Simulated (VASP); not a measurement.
Here is a VASP 6.6.1 calculation.

File INCAR:

```
PREC = Accurate ; ENCUT = 520
EDIFF = 1E-6 ; ISMEAR = 0
SIGMA = 0.03 ; LREAL = False
LASPH = True ; NELM = 60
ALGO = Normal ; ISIF = 2
LWAVE = False ; LCHARG = True
GGA = CA ; LELF = True
LVHAR = True ; NBANDS = 16
```

KPOINTS

```
Automatic mesh
0
Gamma
  12 12 6
```

POSCAR

```
Si
1.0
    3.8016851185      0.0000000000      0.0000000000
   -1.9008425593      3.2923558898      0.0000000000
    0.0000000000      0.0000000000      6.2886938331
Si
4
Direct
    0.3333333333      0.6666666667      0.0773474439
    0.6666666667      0.3333333333      0.5773474439
    0.3333333333      0.6666666667      0.4226525561
    0.6666666667      0.3333333333      0.9226525561
```

Potentials or basis: VASP PAW LDA potentials, release 64 (Si).

Command:

```sh
$ cat potpaw_LDA.64/Si/POTCAR > POTCAR
$ mpirun -np 1 vasp_std > vasp.out
```

Problem. What does it give for the largest force?

Solution. 3.008 eV/Å.

Problem. Estimate the pressure.

Solution. 1.1 GPa.

Problem. Predict the band gap on the k mesh.

Solution. Zero (bands 8 and 9 overlap by 0.50 eV).

Forces on the atoms (eV/Å):
```
Si   0.000  0.000 -3.008
Si   0.000  0.000 -3.008
Si   0.000  0.000  3.008
Si   0.000  0.000  3.008
```

Caveat: semilocal functionals underestimate gaps, so a narrow gap can read as zero; forces of over 1 eV/Å act on the atoms, so gaps and moduli don't describe the material at rest.
